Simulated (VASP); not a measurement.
Input of a VASP 6.6.1 run:

INCAR

```
SYSTEM = Sn3Mo2
PREC = Accurate
ENCUT = 520
EDIFF = 1E-6
ISMEAR = 0
SIGMA = 0.1
LREAL = .FALSE.
LASPH = .TRUE.
NELM = 80
ALGO = Normal
ISIF = 2
LWAVE = .FALSE.
LCHARG = .FALSE.
GGA = PE
NBANDS = 43
```

The input KPOINTS:

```
Automatic mesh
0
G
  6 6 2
  0 0 0
```

Contents of POSCAR:

```
Sn3Mo2
1.0
    4.2510194200      0.0000000000      0.0000000000
   -2.1255097100      3.6814908100      0.0000000000
    0.0000000000      0.0000000000      8.7497099100
Sn Mo
3 2
Direct
    0.0000000000      0.0000000000      0.6227574100
    0.0000000000      0.0000000000      0.3772425900
    0.0000000000      0.0000000000      0.0000000000
    0.3333333300      0.6666666700      0.0000000000
    0.6666666700      0.3333333300      0.0000000000
```

Potentials or basis: VASP PAW PBE potentials, release 64 (Sn_d, Mo_sv).

Command:

```sh
$ cat potpaw_PBE.64/Sn_d/POTCAR potpaw_PBE.64/Mo_sv/POTCAR > POTCAR
$ mpirun -np 1 vasp_std > vasp.out
```

Task: Estimate the band gap on the k mesh.

Result: Zero (bands 35 and 36 overlap by 1.95 eV).

Task: Predict the largest force.

Result: 13.433 eV/Å.

Task: Predict the pressure.

Result: 33.3 GPa.

Forces in eV/Å, atoms in the order of the input:
```
Sn    0.000   0.000  13.433
Sn    0.000   0.000 -13.433
Sn    0.000   0.000   0.000
Mo    0.000   0.000   0.000
Mo    0.000   0.000   0.000
```

Caveat: the cell stands under pressure; spin-orbit coupling is left out, which moves the levels of the heavy elements; forces of over 1 eV/Å act on the atoms, so gaps and moduli don't describe the material at rest.
